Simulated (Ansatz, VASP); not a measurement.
# One calculation of LiTlSe2, two programs

```
CELL_PARAMETERS angstrom
4.26392 0.00000 0.00000
0.00000 4.26392 0.00000
0.00000 0.00000 5.98025
ATOMIC_POSITIONS crystal
Li 0.00000 0.00000 0.00000
Se 0.00000 0.50000 0.22921
Se 0.50000 0.00000 0.77079
Tl 0.50000 0.50000 0.50000
```

Alike in both runs: task single point; functional PBE; k mesh 6 × 6 × 4; no spin polarisation.

|  | VASP | Ansatz |
| --- | --- | --- |
| version | VASP 6.6.1 | Ansatz 0.2.0 |
| potentials or method | VASP PAW PBE potentials, release 64 (Li_sv, Se, Tl_d) | plane waves, PAW |
| plane-wave cutoff (eV) | 750 | 420 |
| occupations | gaussian, width 0.01 eV | fixed |
| valence electrons in the cell | 28 | 48 |

Ansatz gave:

```
gap on the k mesh at the Fermi level (eV) : 0.44
pressure (GPa)                            : 1.3
rms of the force components (eV/Å)        : 0.081
```

Question: Estimate VASP's values.

Answer: gap on the k mesh at the Fermi level (eV): 0.43; pressure (GPa): 1.3; rms of the force components (eV/Å): 0.084.

VASP's potentials hold 28 valence electrons a cell and Ansatz's 48, so a difference there can come from the potentials and not from the codes.

Neither program's run includes spin-orbit coupling.
